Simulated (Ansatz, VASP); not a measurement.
## One calculation of KMgF3, two programs

The input INCAR:

```
SYSTEM = KMgF3
  PREC = Accurate
  ENCUT = 520
  EDIFF = 1E-7
  ISMEAR = 0
  SIGMA = 0.01
  LREAL = .FALSE.
  LASPH = .TRUE.
  NELM = 80
  ALGO = Normal
  ISIF = 2
  LWAVE = .FALSE.
  LCHARG = .FALSE.
  GGA = PE
  NBANDS = 24
```

The input KPOINTS:

```
Automatic mesh
0
G
  6 6 6
  0 0 0
```

The input POSCAR:

```
KMgF3
1.0
    4.0132322407      0.0000000000      0.0000000000
    0.0000000000      4.0132322407      0.0000000000
    0.0000000000      0.0000000000      4.0132322407
K Mg F
1 1 3
Direct
    0.5000000000      0.5000000000      0.5000000000
    0.0000000000      0.0000000000      0.0000000000
    0.5000000000      0.0000000000      0.0000000000
    0.0000000000      0.5000000000      0.0000000000
    0.0000000000      0.0000000000      0.5000000000
```

Input for Ansatz:

```yaml
crystal:
  lattice:
    - [4.0132322407, 0.0, 0.0]
    - [0.0, 4.0132322407, 0.0]
    - [0.0, 0.0, 4.0132322407]
  atoms:
    - { symbol: K, position: [0.5, 0.5, 0.5] }
    - { symbol: Mg, position: [0.0, 0.0, 0.0] }
    - { symbol: F, position: [0.5, 0.0, 0.0] }
    - { symbol: F, position: [0.0, 0.5, 0.0] }
    - { symbol: F, position: [0.0, 0.0, 0.5] }
kpoints:
  mp_grid: { grid: [6, 6, 6] }
hamiltonian:
  xc: pbe
scf:
  occupations: { method: fixed }
  n_extra_bands: 5
output:
  forces: true
  stress: true
  eigenvalues: true
```

Alike in both runs: task single point; functional PBE; k mesh 6 × 6 × 6; no spin polarisation.

|  | VASP | Ansatz |
| --- | --- | --- |
| version | VASP 6.6.1 | Ansatz 0.2.0 |
| potentials or method | VASP PAW PBE potentials, release 64 (K_sv, Mg, F) | plane waves, PAW |
| plane-wave cutoff (eV) | 520 | 420 |
| occupations | gaussian, width 0.01 eV | fixed |
| valence electrons in the cell | 32 | 40 |

VASP gave:

- gap on the k mesh at the Fermi level (eV): 7.15
- pressure (GPa): 1.7

**Question.** Which values does Ansatz return?

**Answer.** gap on the k mesh at the Fermi level (eV): 7.18; pressure (GPa): 2.2.

VASP's potentials hold 32 valence electrons a cell and Ansatz's 40, so a difference there can come from the potentials and not from the codes.
